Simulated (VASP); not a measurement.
# Mg16O16F (a cell with a defect) (F interstitial hop between voids) in VASP: further runs

The runs below take Mg16O16F (a cell with a defect) (F interstitial hop between voids) through single point, with PBE.

Program: VASP 6.6.1. These are calculated values, not measurements. Logs are shortened: lines on timing, memory, paths and dates and some standing lists are left out, and cuts for length are marked.

## (1) The cell of the first run

The cell holds a defect, 33 atoms: a = 7.369 Å, b = 7.369 Å, c = 7.369 Å, α = 109.47°, β = 109.47°, γ = 109.47°.

## (2) Single point, PBE, collinear spin

The input, INCAR:

```
  PREC = Accurate
  ENCUT = 520
  EDIFF = 1E-7
  ISMEAR = -1
  SIGMA = 0.01
  LREAL = Auto
  LASPH = True
  NELM = 150
  ALGO = Normal
  ISIF = 2
  LWAVE = False
  LCHARG = False
  ISPIN = 2
  MAGMOM = 0 0 0 0 0 0 0 0 0 0 0 0 0 0 0 0 0.03 0 0 0 0 0.19 0 0 0 0 0.57 0 0 0 0 0.06 0.18
  LORBIT = 11
  NUPDOWN = 1.0
  GGA = PE
  NBANDS = 94
```

The input, KPOINTS:

```
Automatic mesh
0
Gamma
  1 1 1
  0.25 0.25 0.25
```

The input, POSCAR:

```
Mg16O16F
1.0
   -4.2543812300      4.2543812300      4.2543812300
    4.2543812300     -4.2543812300      4.2543812300
    4.2543812300      4.2543812300     -4.2543812300
Mg O F
16 16 1
Direct
    0.0040980107      0.0046521454      0.0067040301
    0.0019817218      0.2531270570      0.7553326386
    0.0025293925      0.5038622268      0.5059255115
    0.0046352217      0.7544439077      0.2566504836
    0.2525589368      0.0025245739      0.7553268798
    0.2340891533      0.2346418776      0.5014283828
    0.2380973743      0.5038652824      0.2405019543
    0.2527171266      0.7545963388      0.0060700954
    0.5033080921      0.0030730673      0.5059134064
    0.5033057416      0.2386245955      0.2404879687
    0.5032972797      0.5038577608      0.0046409804
    0.5033120880      0.7730717635      0.7706539031
    0.7538927112      0.0051897089      0.2566608259
    0.7540587753      0.2532766675      0.0060709181
    0.7725168062      0.5038646948      0.7706475567
    0.7685383193      0.7690979776      0.5057238371
    0.0033310367      0.0038862291      0.5066403041
    0.0071465152      0.2563009615      0.2588644366
    0.0032760346      0.5038623443      0.0066178837
   -0.0005301594      0.7524641838      0.7550266011
    0.2557429485      0.0077007673      0.2588632613
    0.2410405755      0.2415887163     -0.0139912238
    0.2361318711      0.5038611690      0.7616102847
    0.2547063701      0.7514219641      0.5064253492
    0.5033071519      0.0038292290      0.0066140053
    0.5033057416      0.2366841253      0.7616047610
    0.5033254859      0.5038624618      0.3928379733
    0.5033103251      0.7661376176      0.2482872227
    0.7519067585      0.0000255031      0.7550255434
    0.7508667718      0.2552610923      0.5064258193
    0.7655644438      0.5038584659      0.2482628949
    0.7704774967      0.7710332767      0.0287749248
    0.5032976323      0.5038523546      0.6517328491
```

Potentials or basis: VASP PAW PBE potentials, release 64 (Mg, O, F).

Started as:

```console
$ cat potpaw_PBE.64/Mg/POTCAR potpaw_PBE.64/O/POTCAR potpaw_PBE.64/F/POTCAR > POTCAR
$ mpirun -np 1 vasp_std > vasp.out
```

OUTCAR:

```text
PREC = Accurate
   ENCUT = 520
   EDIFF = 1E-7
   ISMEAR = -1
   LREAL = Auto
   LASPH = True
   NELM = 150
   ISIF = 2
   ISPIN = 2
   LORBIT = 11
   NUPDOWN = 1.0
   GGA = PE

 ion  position               nearest neighbor table
   1  0.004  0.005  0.007-  32 2.09  22 2.11  20 2.12  29 2.12  21 2.13  18 2.13   6 2.98  14 3.00
                             8 3.00  10 3.01   7 3.01   5 3.01   2 3.01   4 3.01  13 3.01  12 3.02
   2  0.002  0.253  0.755-  23 2.04  22 2.05  17 2.12  19 2.13  30 2.14  29 2.14  15 2.89  16 2.91
                             7 2.92   6 2.93  14 3.00   9 3.00  13 3.00   1 3.01   3 3.01   5 3.02
   3  0.003  0.504  0.506-  23 2.09  31 2.11  24 2.12  18 2.12  20 2.13  30 2.13  15 2.98   5 3.00
                            13 3.00  10 3.01  16 3.01  14 3.01   4 3.01   2 3.01   8 3.01   6 3.02
   4  0.005  0.754  0.257-  32 2.04  31 2.05  19 2.12  17 2.13  21 2.14  24 2.14   6 2.89   7 2.91
                            16 2.92  15 2.93   8 3.00   9 3.00   5 3.00   3 3.01   1 3.01  14 3.02
   5  0.253  0.003  0.755-  26 2.04  22 2.05  17 2.12  25 2.13  24 2.14  20 2.14  12 2.89  16 2.91
                            10 2.92   6 2.93   3 3.00   8 3.00   4 3.00   1 3.01   9 3.01   2 3.02
   6  0.234  0.235  0.501-  33 1.88  17 1.99  21 2.10  18 2.10  26 2.24  23 2.24  13 2.89   4 2.89
                             2 2.93   5 2.93   1 2.98   3 3.02   9 3.02  11 3.03   7 3.19  10 3.19
   7  0.238  0.504  0.241-  27 1.90  19 1.99  24 2.12  18 2.12  28 2.21  22 2.21  14 2.91   4 2.91
                             8 2.92   2 2.92   9 3.01   1 3.01   3 3.02  11 3.02   6 3.19  12 3.19
   8  0.253  0.755  0.006-  23 2.04  28 2.05  25 2.12  19 2.13  20 2.14  21 2.14  15 2.89  10 2.91
                             7 2.92  12 2.93   4 3.00   5 3.00   1 3.00   9 3.01   3 3.01  13 3.02
   9  0.503  0.003  0.506-  26 2.09  28 2.11  30 2.12  21 2.12  29 2.13  24 2.13  12 2.98   4 3.00
[... 10 lines left out ...]
                            10 2.92  15 2.93   1 3.00   2 3.00  13 3.00   3 3.01   9 3.01   4 3.02
  15  0.773  0.504  0.771-  33 1.88  19 1.99  20 2.10  30 2.10  32 2.24  26 2.24   8 2.89   2 2.89
                             4 2.93  14 2.93   3 2.98   1 3.02   9 3.02  11 3.03  16 3.19  10 3.19
  16  0.769  0.769  0.506-  27 1.90  17 1.99  29 2.12  20 2.12  28 2.21  31 2.21   5 2.91   2 2.91
                            13 2.92   4 2.92   9 3.01   3 3.01   1 3.02  11 3.02  12 3.19  15 3.19
  17  0.003  0.004  0.507-   6 1.99  16 1.99   5 2.12   2 2.12  13 2.13   4 2.13
  18  0.007  0.256  0.259-   6 2.10   7 2.12   3 2.12   1 2.13  13 2.14  14 2.14
  19  0.003  0.504  0.007-  15 1.99   7 1.99   4 2.12  14 2.12   8 2.13   2 2.13
  20  0.999  0.752  0.755-  15 2.10  16 2.12   1 2.12   3 2.13   8 2.14   5 2.14
  21  0.256  0.008  0.259-   6 2.10  10 2.12   9 2.12   1 2.13   4 2.14   8 2.14
  22  0.241  0.242  0.986-   5 2.05   2 2.05   1 2.11  11 2.16  10 2.21   7 2.21
  23  0.236  0.504  0.762-   2 2.04   8 2.04   3 2.09  11 2.18  12 2.24   6 2.24
  24  0.255  0.751  0.506-  12 2.10   7 2.12   3 2.12   9 2.13   5 2.14   4 2.14
  25  0.503  0.004  0.007-  12 1.99  10 1.99  13 2.12   8 2.12   5 2.13  14 2.13
  26  0.503  0.237  0.762-  14 2.04   5 2.04   9 2.09  11 2.18  15 2.24   6 2.24
  27  0.503  0.504  0.393-  16 1.90  10 1.90   7 1.90  33 1.91
  28  0.503  0.766  0.248-  13 2.05   8 2.05   9 2.11  11 2.16   7 2.21  16 2.21
  29  0.752  0.000  0.755-  12 2.10  16 2.12   1 2.12   9 2.13  14 2.14   2 2.14
  30  0.751  0.255  0.506-  15 2.10  10 2.12   9 2.12   3 2.13   2 2.14  13 2.14
  31  0.766  0.504  0.248-  14 2.05   4 2.05   3 2.11  11 2.16  10 2.21  16 2.21
  32  0.770  0.771  0.029-   4 2.04  13 2.04   1 2.09  11 2.18  12 2.24  15 2.24
  33  0.503  0.504  0.652-   6 1.88  12 1.88  15 1.88  27 1.91  11 2.60

  LATTYP: Found a body centered cubic cell.
 ALAT       =     8.5087624600

  Lattice vectors:

 A1 = (  -4.2543812300,   4.2543812300,   4.2543812300)
 A2 = (   4.2543812300,  -4.2543812300,   4.2543812300)
 A3 = (   4.2543812300,   4.2543812300,  -4.2543812300)

Analysis of symmetry for initial positions (statically):
=====================================================================
 Subroutine PRICEL returns:
 Original cell was already a primitive cell.

 Routine SETGRP: Setting up the symmetry group for a
 body centered cubic supercell.

 Subroutine GETGRP returns: Found  1 space group operations
 (whereof  1 operations were pure point group operations)
 out of a pool of 48 trial point group operations.

The static configuration has the point symmetry C_1 .

Analysis of symmetry for dynamics (positions and initial velocities):
=====================================================================
 Subroutine PRICEL returns:
 Original cell was already a primitive cell.

 Routine SETGRP: Setting up the symmetry group for a
 body centered cubic supercell.

 Subroutine GETGRP returns: Found  1 space group operations
 (whereof  1 operations were pure point group operations)
 out of a pool of 48 trial point group operations.

The dynamic configuration has the point symmetry C_1 .

Analysis of structural, dynamic, and magnetic symmetry:
=====================================================================
 Subroutine PRICEL returns:
 Original cell was already a primitive cell.

 Routine SETGRP: Setting up the symmetry group for a
 body centered cubic supercell.

[... 148 lines left out ...]
   ISIF   =      2    stress and relaxation
   ISYM   =      2    0-nonsym 1-usesym 2-fastsym
   POTIM  = 0.5000    time-step for ionic-motion
   TEBEG  =    0.0;   TEEND  =   0.0 temperature during run
   PSTRESS=    0.0 pullay stress
   NELECT =     135.0000    total number of electrons
   NUPDOWN=       1.0000    fix difference up-down
   EMIN   =  10.00;   EMAX   =-10.00  energy-range for DOS
   EFERMI =   0.00;   METHOD = LEGACY
   ISMEAR =    -1;   SIGMA  =   0.01  broadening in eV -4-tet -1-fermi 0-gaus
   EFERMI_NEDOS =   21; number of points for ismear=-14 and -15
   IALGO  =     38    algorithm
   IMIX   =      4    mixing-type and parameters
     AMIX     =   0.40;   BMIX     =  1.00
     AMIX_MAG =   1.60;   BMIX_MAG =  1.00
  volume/ion in A,a.u.               =       9.33        62.99
  Fermi-wavevector in a.u.,A,eV,Ry     =   1.243549  2.349967 21.040253  1.546415
  Thomas-Fermi vector in A             =   2.377855
   LORBIT       =     11    0 simple, 1 ext, 2 COOP (PROOUT), +10 PAW based schemes
   GGA     = PE    functional components
   LHFCALC =     F    Hartree Fock is set to
   AEXX    =    0.0000 exact exchange contribution
   IVDW    =     0    specifies the selected vdW correction
   LEPSILON=     F    determine dielectric tensor
   LRPA    =     F    only Hartree local field effects (RPA)
 spin polarized calculation
  energy-cutoff  :      520.00
  volume of cell :      308.01
 maximum number of plane-waves:      8280
 NGX is ok and might be reduce to    54
   NGX = 27   NGY = 27   NGZ = 27

 number of electron     134.9999992 magnetization       0.9999988

 Free energy of the ion-electron system (eV)
  ---------------------------------------------------
  ext. energy  EPLUGINS =         0.00000000
  ---------------------------------------------------
  free energy    TOTEN  =      -190.20487761 eV

  energy without entropy =     -190.20487761  energy(sigma->0) =     -190.20487761

 E-fermi :   3.4543     XC(G=0): -11.0511

 val. band max:        3.4651556124   @ k =   0.2500   0.2500   0.2500
 cond. band min:       4.9291243787   @ k =   0.2500   0.2500   0.2500
 fundamental gap:      1.4639687663
 Fermi energy:         3.7120626171

 spin component 1

 k-point     1 :       0.2500    0.2500    0.2500
  band No.  band energies     occupation
      1     -20.4561      1.00000
      2     -13.9465      1.00000
      3     -13.6211      1.00000
      4     -13.6210      1.00000
      5     -13.4690      1.00000
      6     -13.0907      1.00000
[... 71 lines left out ...]
     78      12.6120      0.00000
     79      12.7718      0.00000
 Fermi energy:         3.4542537135

 spin component 2

 k-point     1 :       0.2500    0.2500    0.2500
  band No.  band energies     occupation
      1     -20.1594      1.00000
      2     -13.6120      1.00000
      3     -13.6119      1.00000
      4     -13.5965      1.00000
      5     -13.2652      1.00000
      6     -12.9414      1.00000
[... 71 lines left out ...]
     78      12.6164      0.00000
     79      12.7771      0.00000
 [bands above 79 left out]

------------------------ aborting loop because EDIFF is reached ----------------------------------------

  FORCE on cell =-STRESS in cart. coord.  units (eV):
  Direction    XX          YY          ZZ          XY          YZ          ZX
  --------------------------------------------------------------------------------------
  -------------------------------------------------------------------------------------
  Total       15.3129793     15.3134460     15.3139189      2.1486430     -2.1340040     -2.1310583
  in kB       79.6528052     79.6552328     79.6576925     11.1764953    -11.1003486    -11.0850259
  external PRESSURE =      79.6552435 kB  Pullay stress =       0.0000000 kB

 VOLUME and BASIS-vectors are now :
 -----------------------------------------------------------------------------
  energy-cutoff  :      520.00
  volume of cell :      308.01
      direct lattice vectors                 reciprocal lattice vectors
    -4.254381230  4.254381230  4.254381230     0.000000000  0.117525904  0.117525904
     4.254381230 -4.254381230  4.254381230     0.117525904  0.000000000  0.117525904
     4.254381230  4.254381230 -4.254381230     0.117525904  0.117525904  0.000000000

 POSITION                                       TOTAL-FORCE (eV/Angst)
 -----------------------------------------------------------------------------------
      0.03088      0.02616      0.00871         0.000366      0.000155      0.000470
      4.28194      2.14500     -2.12814        -0.000888      0.000468      0.001537
      4.28526      0.01954      0.00198        -0.000196     -0.003369     -0.000301
      4.28186     -2.09808      2.13752        -0.000055     -0.001809     -0.003015
      2.14971      4.27719     -2.12823         0.000187     -0.001373      0.002679
      2.13562      2.13092     -0.13911         0.009043      0.009800      0.008280
[... 25 lines left out ...]
      0.12478      0.12005      6.43576        -0.005653     -0.005759      0.005029
      2.77508      2.77036      1.51208         0.007106      0.005756     -0.006443
 -----------------------------------------------------------------------------------
    total drift:                               -0.023271     -0.022637     -0.004928

  FREE ENERGIE OF THE ION-ELECTRON SYSTEM (eV)
  ---------------------------------------------------
  free  energy   TOTEN  =      -190.2048776142 eV

  energy  without entropy=     -190.2048776142  energy(sigma->0) =     -190.20487761

 total charge

# of ion       s       p       d       tot
------------------------------------------
    1        0.147   0.173   0.077   0.397
    2        0.151   0.182   0.082   0.414
    3        0.147   0.173   0.077   0.397
    4        0.151   0.182   0.082   0.414
    5        0.151   0.182   0.082   0.414
    6        0.150   0.182   0.084   0.415
[... 25 lines left out ...]
   32        1.544   3.552   0.000   5.096
   33        1.757   4.447   0.000   6.204
--------------------------------------------------
tot         28.900  64.093   1.302  94.295

 magnetization (x)

# of ion       s       p       d       tot
------------------------------------------
    1        0.000   0.000   0.000   0.000
    2        0.000   0.000   0.000   0.000
    3        0.000   0.000   0.000   0.000
    4        0.000   0.000   0.000   0.000
    5        0.000   0.000   0.000   0.000
    6       -0.000  -0.000  -0.000  -0.001
[... 25 lines left out ...]
   32        0.000   0.010   0.000   0.010
   33        0.005   0.150   0.000   0.154
--------------------------------------------------
tot          0.015   0.854   0.001   0.870
```

Wall time 2 min (1 thread of Intel Xeon 6975P-C (Granite Rapids), shared host); peak memory 0.55 GiB.

Results:

| Item | Value |
| --- | --- |
| Free energy | -190.2049 eV |
| Pressure | 8.0 GPa |
| Largest force | 0.017 eV/Å |
| Net moment | 1.00 μB per cell |
| Site moments | Mg +0.00, -0.00; O +0.01, +0.00, +0.04, +0.56; F +0.15 μB |
| Valence electrons inside the program's atomic spheres | Mg 0.40, 0.41, 0.44, 0.36; O 5.12, 5.09, 5.10, 5.04; F 6.20 |

Forces on the atoms (eV/Å):
```
Mg   0.000  0.000  0.000
Mg  -0.001  0.000  0.002
Mg   0.000 -0.003  0.000
Mg   0.000 -0.002 -0.003
Mg   0.000 -0.001  0.003
Mg   0.009  0.010  0.008
Mg  -0.005 -0.001  0.005
Mg  -0.003  0.001  0.001
Mg  -0.002  0.001 -0.001
Mg   0.001 -0.005  0.005
Mg   0.001  0.002 -0.002
Mg  -0.010  0.010 -0.010
Mg  -0.003 -0.001 -0.002
Mg   0.000 -0.003  0.000
Mg   0.009 -0.009 -0.010
Mg  -0.006 -0.007  0.001
O    0.001  0.000 -0.002
O    0.000 -0.006 -0.005
O    0.000  0.004  0.001
O    0.002  0.004  0.005
O   -0.006  0.001 -0.005
O    0.000  0.000 -0.006
O   -0.005 -0.002  0.007
O    0.006 -0.003  0.001
O    0.004  0.000  0.000
O   -0.003 -0.004  0.007
O    0.000  0.000  0.001
O    0.004  0.001 -0.003
O    0.004  0.002  0.006
O   -0.003  0.006  0.001
O    0.003  0.006 -0.002
O   -0.006 -0.006  0.005
F    0.007  0.006 -0.006
```

Caveat: the k points lie up to 1.04 Å⁻¹ apart; the total moment is fixed, so each spin has its own Fermi level.

## (3) Single point, PBE, collinear spin

The input, INCAR:

```
SYSTEM = Mg16O16F
PREC = Accurate
ENCUT = 520
EDIFF = 1E-7
ISMEAR = -1
SIGMA = 0.01
LREAL = Auto
LASPH = .True.
NELM = 150
ALGO = Normal
ISIF = 2
LWAVE = .False.
LCHARG = .False.
ISPIN = 2
MAGMOM = 0 0 0 0 0 0 0 0 0 0 0 0 0 0 0 0 0.01 0.04 0.01 0.01 0.04 0.04 0 0 0.01 0 0.64 0 0.01 0 0 0.01 0.17
LORBIT = 11
NUPDOWN = 1.0
GGA = PE
NBANDS = 94
```

KPOINTS is that of step 2.

The input, POSCAR:

```
Mg16O16F
1.0
   -4.2543812300      4.2543812300      4.2543812300
    4.2543812300     -4.2543812300      4.2543812300
    4.2543812300      4.2543812300     -4.2543812300
Mg O F
16 16 1
Direct
    0.0045242038      0.0051117143      0.0046862999
    0.0058801252      0.2570647685      0.7553295787
    0.0065990148      0.5063414783      0.5059413969
    0.0059063548      0.7557226945      0.2566390533
    0.2565388400      0.0064830188      0.7553265692
    0.2403290174      0.2409129457      0.5057183381
    0.2403532289      0.5060218681      0.2405026082
    0.2565043590      0.7557238585      0.0060774140
    0.5058443560      0.0071542168      0.5059916536
    0.5055960088      0.2409335534      0.2404922158
    0.5058212147      0.5063592602      0.0067573311
    0.5012309164      0.7710193130      0.7706401895
    0.7551726649      0.0064676249      0.2566642025
    0.7551810476      0.2570619824      0.0060274828
    0.7704832845      0.5018123508      0.7706420375
    0.7705062031      0.7710579445      0.5013859923
    0.0064718517      0.0070199532      0.5066395082
   -0.0141498091      0.2486814838      0.2482858309
    0.0064846714      0.5070541386      0.0066284042
    0.0286382141      0.7620102314      0.7616226515
    0.2480839058     -0.0135324091      0.2482299340
    0.2481204351      0.2486605505     -0.0139913349
    0.2587004503      0.5068210954      0.7550229463
    0.2587084348      0.7554196680      0.5063923628
    0.5064746877      0.0070001428      0.0065974204
    0.5062815542      0.2592746878      0.7550289700
    0.3927349862      0.3931945233      0.3928903233
    0.5062397222      0.7554193501      0.2588535888
    0.7614477621      0.0291631309      0.7615823847
    0.7548876197      0.2592832577      0.5064381505
    0.7548788546      0.5068323239      0.2588580774
    0.7614673797      0.7619958709      0.0287676725
    0.6516060254      0.6521673281      0.6517269290
```

Potentials or basis: VASP PAW PBE potentials, release 64 (Mg, O, F).

Started as:

```console
$ cat potpaw_PBE.64/Mg/POTCAR potpaw_PBE.64/O/POTCAR potpaw_PBE.64/F/POTCAR > POTCAR
$ mpirun -np 1 vasp_std > vasp.out
```

Run time: 5.1 min. Hardware: 1 thread of Intel Xeon Platinum 8375C at 2.90GHz (Ice Lake), shared host; peak memory 0.57 GiB.

Results (log left out):

```
Free energy                                           : -190.2047 eV
Pressure                                              : 8.0 GPa
Largest force                                         : 0.022 eV/Å
Net moment                                            : 1.00 μB per cell
Site moments                                          : Mg -0.00, +0.00; O +0.01, +0.04, +0.00, +0.56; F +0.15 μB
Valence electrons inside the program's atomic spheres : Mg 0.36, 0.41, 0.40, 0.44; O 5.12, 5.09, 5.10, 5.04; F 6.20
```

Forces on the atoms (eV/Å):
```
Mg  -0.003  0.001 -0.001
Mg  -0.003  0.005  0.001
Mg   0.000 -0.001 -0.001
Mg  -0.001  0.000  0.005
Mg   0.003 -0.002 -0.005
Mg  -0.004 -0.003 -0.004
Mg  -0.002 -0.006 -0.001
Mg   0.004 -0.003  0.000
Mg  -0.002 -0.008 -0.002
Mg  -0.004 -0.004 -0.006
Mg  -0.001 -0.003 -0.003
Mg  -0.012  0.012  0.012
Mg  -0.002 -0.002  0.003
Mg   0.000  0.005 -0.003
Mg   0.012 -0.012  0.014
Mg   0.012  0.013 -0.012
O   -0.001 -0.002  0.002
O    0.006  0.002  0.005
O   -0.002  0.003 -0.003
O   -0.005 -0.004 -0.003
O    0.001  0.013 -0.001
O    0.005  0.001  0.009
O    0.002  0.000 -0.005
O    0.005 -0.005 -0.001
O    0.003  0.000  0.001
O   -0.002  0.003 -0.007
O    0.000  0.001  0.002
O   -0.002 -0.005  0.005
O   -0.001 -0.002 -0.002
O   -0.007  0.002 -0.003
O   -0.006 -0.002  0.002
O   -0.002 -0.004 -0.005
F    0.009  0.005  0.008
```

Stress tensor (GPa, compression positive):
```
7.96 1.11 1.11
1.11 7.96 1.11
1.11 1.11 7.97
```

Caveat: the k points lie up to 1.04 Å⁻¹ apart; the total moment is fixed, so each spin has its own Fermi level.

(Continued in part 2 of 2.)
